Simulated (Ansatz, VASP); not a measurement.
**B5O in VASP and in Ansatz**

```
B O
1.0
     4.04582    0.00000    0.00000
    -2.02291    3.50378    0.00000
     0.00000    0.00000    5.82294
B O
10 2
Direct
  0.66667 0.33333 0.00000
  0.66667 0.33333 0.50000
  0.33333 0.66667 0.50000
  0.33333 0.66667 0.00000
  0.50000 0.50000 0.25000
  0.50000 0.50000 0.75000
  0.00000 0.50000 0.25000
  0.00000 0.50000 0.75000
  0.50000 0.00000 0.25000
  0.50000 0.00000 0.75000
  0.00000 0.00000 0.50000
  0.00000 0.00000 0.00000
```

Alike in both runs: task single point; functional PBE; k mesh 6 × 6 × 4; occupations gaussian, width 0.2 eV; no spin polarisation.

|  | VASP | Ansatz |
| --- | --- | --- |
| version | VASP 6.6.1 | Ansatz 0.2.0 |
| potentials or method | VASP PAW PBE potentials, release 64 (B, O), cutoff 520 eV | scalar-relativistic, plane waves, PAW |
| valence electrons in the cell | 42 | 42 |

Ansatz gave:

- gap on the k mesh at the Fermi level (eV): none
- pressure (GPa): 0.2
- traceless stress, the component that is largest in VASP (GPa): 0.06

Q: Which values does VASP return?

A: gap on the k mesh at the Fermi level (eV): none; pressure (GPa): 0.0; traceless stress, the component that is largest in VASP (GPa): 0.12.

A gap of «none» marks a metal or a gap that the smearing closes.
